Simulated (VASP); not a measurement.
Crystal: HfO2.

```
Hf O
1.0
     5.09418    0.00000    0.00000
     0.00000    5.15064    0.00000
    -0.87617    0.00000    5.20295
Hf O
4 8
Cartesian
  0.7864 2.3593 3.6832
  2.9935 4.9347 4.1212
  3.4316 2.7913 1.5197
  1.2245 0.2160 1.0817
  1.4248 3.8245 5.0915
  2.3551 1.2492 2.7129
  2.7932 1.3262 0.1115
  1.8629 3.9015 2.4900
  0.0449 1.7036 1.8015
  4.6112 4.2789 0.7999
  4.1731 3.4470 3.4014
  -0.3932 0.8717 4.4030
```

| Property | Result |
| --- | --- |
| Program | VASP 6.6.1 |
| Task | relaxation of cell and atoms |
| Functional | PBE |
| Potentials or basis | VASP PAW PBE potentials, release 64 (Hf_pv, O) |
| Cutoff | 600 eV |
| k mesh | 4 × 4 × 4 |
| Occupations | gaussian, width 0.1 eV |
| Spin | no spin polarisation |

At the start: pressure 5.8 GPa; volume 11.38 Å³/atom.

**Question.** Where does the relaxation end?

**Answer.** Over 6 steps the energy falls by 4.8 meV/atom and the volume is 11.64 Å³/atom (+2.3 %); space group P2_1/c (No. 14, to 0.1 Å) before and after.

The path:
| step | energy change (eV) | largest force (eV/Å) | pressure (GPa) | volume (Å³) |
| --- | --- | --- | --- | --- |
| 1 | 0.0000 | 0.1179 | 5.83 | 136.52 |
| 2 | 0.0884 | 0.4986 | -8.21 | 144.87 |
| 3 | -0.0560 | 0.1369 | 0.02 | 139.65 |
| 4 | -0.0560 | 0.1322 | 0.13 | 139.58 |
| 5 | -0.0569 | 0.1056 | 0.03 | 139.80 |
| 6 | -0.0573 | 0.0345 | 0.07 | 139.72 |

Final structure:
```
Hf O
1.0
     5.13247    0.00000   -0.00174
     0.00000    5.19238    0.00000
    -0.88453    0.00000    5.24324
Hf O
4 8
Cartesian
  0.7900 2.3773 3.7108
  3.0157 4.9735 4.1523
  3.4579 2.8151 1.5307
  1.2323 0.2189 1.0892
  1.4338 3.8556 5.1303
  2.3718 1.2594 2.7328
  2.8141 1.3368 0.1112
  1.8761 3.9330 2.5087
  0.0452 1.7176 1.8151
  4.6451 4.3138 0.8048
  4.2028 3.4748 3.4264
  -0.3971 0.8786 4.4367
```

Caveat: the relaxation stopped at a loose force limit of 0.05 eV/Å, so its end isn't a converged minimum.
